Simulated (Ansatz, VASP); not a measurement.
# Si: VASP beside Ansatz

The input INCAR:

```
PREC = Accurate ; ENCUT = 520
EDIFF = 1E-6 ; ISMEAR = 0
SIGMA = 0.05 ; LREAL = F
LASPH = T ; NELM = 100
ALGO = Normal ; ISIF = 2
LWAVE = F ; LCHARG = F
GGA = PE ; NBANDS = 11
```

File KPOINTS:

```
regular mesh
0
Gamma
  8 8 8
```

Contents of POSCAR:

```
Si
1.0
    0.0000000000      2.6870207955      2.8306020594
    2.6870207955      0.0000000000      2.8306020594
    2.6870207955      2.6870207955      0.0000000000
Si
2
Direct
    0.5000000000      0.5000000000      0.5000000000
    0.7500000000      0.7500000000      0.7500000000
```

Input for Ansatz:

```yaml
crystal:
  lattice:
    - [0.0, 2.6870207955, 2.8306020594]
    - [2.6870207955, 0.0, 2.8306020594]
    - [2.6870207955, 2.6870207955, 0.0]
  atoms:
    - { symbol: Si, position: [0.5, 0.5, 0.5] }
    - { symbol: Si, position: [0.75, 0.75, 0.75] }
basis:
  ecutwfc: 420
kpoints:
  mp_grid: { grid: [8, 8, 8] }
hamiltonian:
  xc: pbe
scf:
  occupations: { method: gaussian, width: 0.05 }
output:
  forces: true
  stress: true
  eigenvalues: true
```

Change from the starting cell: strain +e along x and -e along y +0.0000, strain +e along z and -e/2 along x and y +0.0350.

Alike in both runs: task single point; functional PBE; k mesh 8 × 8 × 8; occupations gaussian, width 0.05 eV; no spin polarisation.

|  | VASP | Ansatz |
| --- | --- | --- |
| version | VASP 6.6.1 | Ansatz 0.2.0 |
| potentials or method | VASP PAW PBE potentials, release 64 (Si), cutoff 520 eV | scalar-relativistic, plane waves, PAW |
| valence electrons in the cell | 8 | 8 |

|  | VASP | Ansatz | Ansatz less VASP |
| --- | --- | --- | --- |
| gap on the k mesh at the Fermi level (eV) | 0.37 | 0.37 | -0.003 |
| least direct gap on the mesh (eV) | 2.29 | 2.29 | -0.003 |
| pressure (GPa) | 0.0 | 0.0 | +0.08 |
| traceless stress, the component that is largest in VASP (GPa) | -3.64 | -3.63 | +0.010 |
